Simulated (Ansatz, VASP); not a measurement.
**Two plane-wave programs on Nb**

```
Nb
1.0
    -1.61403    1.61403    1.61403
     1.61403   -1.61403    1.61403
     1.61403    1.61403   -1.61403
Nb
1
Direct
  0.00000 0.00000 0.00000
```

Change from the starting cell: strain -0.030 along x and y, -0.030 along z, atoms carried along.

Alike in both runs: task single point; functional PBEsol; k mesh 20 × 20 × 20; occupations gaussian, width 0.15 eV; no spin polarisation.

|  | VASP | Ansatz |
| --- | --- | --- |
| version | VASP 6.6.1 | Ansatz 0.2.0 |
| potentials or method | VASP PAW PBE potentials, release 64 (Nb_sv), cutoff 520 eV | scalar-relativistic, plane waves, PAW |
| valence electrons in the cell | 13 | 13 |

|  | VASP | Ansatz | Ansatz less VASP |
| --- | --- | --- | --- |
| gap on the k mesh at the Fermi level (eV) | none | none | - |
| pressure (GPa) | 7.6 | 7.9 | +0.33 |

VASP's potentials were made for PBE, not for PBEsol. A gap of «none» marks a metal or a gap that the smearing closes. The functional is the same, so the differences come from potentials, cutoffs and numerics.
